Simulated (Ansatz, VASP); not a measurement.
Be: VASP beside Ansatz

Contents of INCAR:

```
SYSTEM = Be
PREC = Accurate
ENCUT = 520
EDIFF = 1E-7
ISMEAR = 0
SIGMA = 0.1
LREAL = .FALSE.
LASPH = .TRUE.
NELM = 80
ALGO = Normal
ISIF = 2
LWAVE = .FALSE.
LCHARG = .FALSE.
GGA = PS
NBANDS = 9
```

Contents of KPOINTS:

```
regular mesh
0
G
  18 18 10
  0 0 0
```

The input POSCAR:

```
Be
1.0
    2.3006517359     -0.0199366822      0.0218682639
   -1.1675915413      2.0223253753     -0.0000011970
    0.0342445590      0.0197689410      3.5127139590
Be
2
Direct
    0.3551661159      0.6775830580      0.2385174092
    0.6448338841      0.3224169420      0.7614825908
```

Input for Ansatz:

```yaml
crystal:
  lattice:
    - [2.3006517359, -0.0199366822, 0.0218682639]
    - [-1.1675915413, 2.0223253753, -1.197e-06]
    - [0.034244559, 0.019768941, 3.512713959]
  atoms:
    - { symbol: Be, position: [0.3551661159, 0.677583058, 0.2385174092] }
    - { symbol: Be, position: [0.6448338841, 0.322416942, 0.7614825908] }
basis:
  ecutwfc: 420
kpoints:
  mp_grid: { grid: [18, 18, 10] }
hamiltonian:
  xc: pbesol
scf:
  occupations: { method: gaussian, width: 0.1 }
output:
  forces: true
  stress: true
  eigenvalues: true
```

Alike in both runs: task single point; functional PBEsol; k mesh 18 × 18 × 10; occupations gaussian, width 0.1 eV; no spin polarisation.

```csv
,VASP,Ansatz
version,VASP 6.6.1,Ansatz 0.2.0
potentials or method,"VASP PAW PBE potentials, release 64 (Be), cutoff 520 eV","scalar-relativistic, plane waves, PAW"
valence electrons in the cell,4,4
```

Ansatz gave:

| Quantity | Value |
| --- | --- |
| gap on the k mesh at the Fermi level (eV) | none |
| pressure (GPa) | -3.1 |
| traceless stress, the component that is largest in VASP (GPa) | 8.27 |
| rms of the force components (eV/Å) | 0.427 |

Question: What did VASP give for the same quantities?

Answer: gap on the k mesh at the Fermi level (eV): none; pressure (GPa): -2.8; traceless stress, the component that is largest in VASP (GPa): 8.33; rms of the force components (eV/Å): 0.432.

VASP's potentials were made for PBE, not for PBEsol. Atom by atom the forces differ by 0.006 eV/Å (rms over components). A gap of «none» marks a metal or a gap that the smearing closes. The functional is the same, so the differences come from potentials, cutoffs and numerics. Ansatz's warnings: structure snapped to symmetry.
